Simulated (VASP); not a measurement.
Runs of VASP 6.6.1 on CdSe. The structure is that of space group Fm-3m (No. 225), or close to it. The cells are those of the table. 

| task | level | cell | k mesh | smearing | gap on the mesh (eV) | pressure (GPa) |
| --- | --- | --- | --- | --- | --- | --- |
| single point | PBEsol | a = 4.064 Å, angles 60.0°, 2 atoms | 4 × 4 × 4 | gaussian 0.1 eV | none | -3.0 |
| single point | PBE | a = 4.064 Å, angles 60.0°, 2 atoms | 4 × 4 × 4 | methfessel-paxton 0.014 eV | none | 0.3 |
| relaxation of volume and atoms at fixed shape | PBE | relaxed from a = 4.064 Å, angles 60.0°, 2 atoms | 4 × 4 × 4 | gaussian 0.1 eV | none | -0.1 |
| single point | PBE | a = 4.064 Å, angles 60.0°, 2 atoms | 2 × 2 × 2 | fermi-dirac 0.25852 eV | none | 7.8 |
| single point | PBE | a = 3.764 Å, angles 60.0°, 2 atoms | 4 × 4 × 4 | gaussian 0.1 eV | none | (b) |
| single point | revPBE | a = 4.064 Å, angles 60.0°, 2 atoms | 4 × 4 × 4 | methfessel-paxton 0.0035 eV | none | (a) |

Alike in all rows: potentials or basis VASP PAW PBE potentials, release 64 (Cd, Se); no spin polarisation.

Question: Fill in the values left out.

Answer: (a) 2.0; (b) 24.8.

Caveats: all runs use coarse meshes; semilocal functionals underestimate gaps, and a narrow one can read as zero; the PAW data sets were made with another functional, which shifts forces and pressure a little (at least some runs); so wide a smearing shifts energies and pressures (at least some runs).

A k mesh can miss the band edges, and the runs leave out spin-orbit coupling on Cd, Se.

A gap of «none» marks levels without a gap at the run's occupations.
